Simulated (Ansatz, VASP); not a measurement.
**Two plane-wave programs on O**

```
O
1.0
     9.00000    0.00000    0.00000
     0.00000    9.50000    0.00000
     0.00000    0.00000   10.00000
O
2
Direct
  0.50000 0.50000 0.43850
  0.50000 0.50000 0.56150
```

Alike in both runs: task relaxation of the atoms; functional LDA; k mesh 1 × 1 × 1; occupations gaussian, width 0.05 eV; collinear spin.

```csv
,VASP,Ansatz
version,VASP 6.6.1,Ansatz 0.2.0
potentials or method,"VASP PAW LDA potentials, release 64 (O), cutoff 520 eV","plane waves, PAW"
valence electrons in the cell,12,12
```

Ansatz gave:

```
net moment per atom (μB)                                      : 1.00
size of the moment on the site where the two differ most (μB) : 0.55
```

**Question.** Estimate VASP's values.

**Answer.** net moment per atom (μB): 1.00; size of the moment on the site where the two differ most (μB): 0.81.

LDA's correlation is that of Perdew and Zunger in VASP and of Perdew and Wang (1992) in Ansatz. Site moments also hang on the region over which each program counts them. Ansatz's warnings: end state compared, stress scf threshold loose.

Noted on VASP's run: the standard files for N, O and F lose accuracy on very short bonds.
